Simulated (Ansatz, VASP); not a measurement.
**Se in VASP and in Ansatz**

Contents of INCAR:

```
SYSTEM = Se
  PREC = Accurate
  ENCUT = 520
  EDIFF = 1E-6
  ISMEAR = -1
  SIGMA = 0.1
  LREAL = .FALSE.
  LASPH = .TRUE.
  NELM = 60
  ALGO = Normal
  ISIF = 2
  LWAVE = .FALSE.
  LCHARG = .TRUE.
  GGA = PE
  LELF = .TRUE.
  LVHAR = .TRUE.
  NBANDS = 16
```

File KPOINTS:

```
regular mesh
0
G
  9 9 11
  0 0 0
```

POSCAR

```
Se
1.0
    4.6990280108      0.0000000000      0.0000000000
   -2.3495140054      4.0694776305      0.0000000000
    0.0000000000      0.0000000000      3.3338196200
Se
3
Direct
    0.0000000000      0.0000000000      0.0000000000
    0.3333333333      0.6666666667      0.5000000000
    0.6666666667      0.3333333333      0.5000000000
```

Input for Ansatz:

```yaml
crystal:
  lattice:
    - [4.6990280108, 0.0, 0.0]
    - [-2.3495140054, 4.0694776305, 0.0]
    - [0.0, 0.0, 3.33381962]
  atoms:
    - { symbol: Se, position: [0.0, 0.0, 0.0] }
    - { symbol: Se, position: [0.3333333333, 0.6666666667, 0.5] }
    - { symbol: Se, position: [0.6666666667, 0.3333333333, 0.5] }
hamiltonian:
  xc: pbe
  pseudopotentials:
    kind: paw
    azcp:
      Se: "pseudopotentials/Se.paw.azcp"
basis:
  ecutwfc: 420
  fft_grid_basis: typed
kpoints:
  mp_grid: { grid: [9, 9, 11], shift: [0, 0, 0] }
magnetization:
  spin_polarized: false
scf:
  occupations: { method: fermi_dirac, width: 0.1 }
  lower_state_search: "off"
output:
  stress: true
```

Alike in both runs: task single point; functional PBE; k mesh 9 × 9 × 11; occupations fermi-dirac, width 0.1 eV; no spin polarisation.

```csv
,VASP,Ansatz
version,VASP 6.6.1,Ansatz 0.2.0
potentials or method,"VASP PAW PBE potentials, release 64 (Se), cutoff 520 eV","plane waves (420 eV) with PAW, scalar-relativistic"
valence electrons in the cell,18,48
```

```tsv
	VASP	Ansatz	Ansatz less VASP
pressure (GPa)	0.0	0.0	-0.01
traceless stress, the component that is largest in VASP (GPa)	0.29	0.28	-0.004
```

VASP's potentials hold 18 valence electrons a cell and Ansatz's 48, so a difference there can come from the potentials and not from the codes.
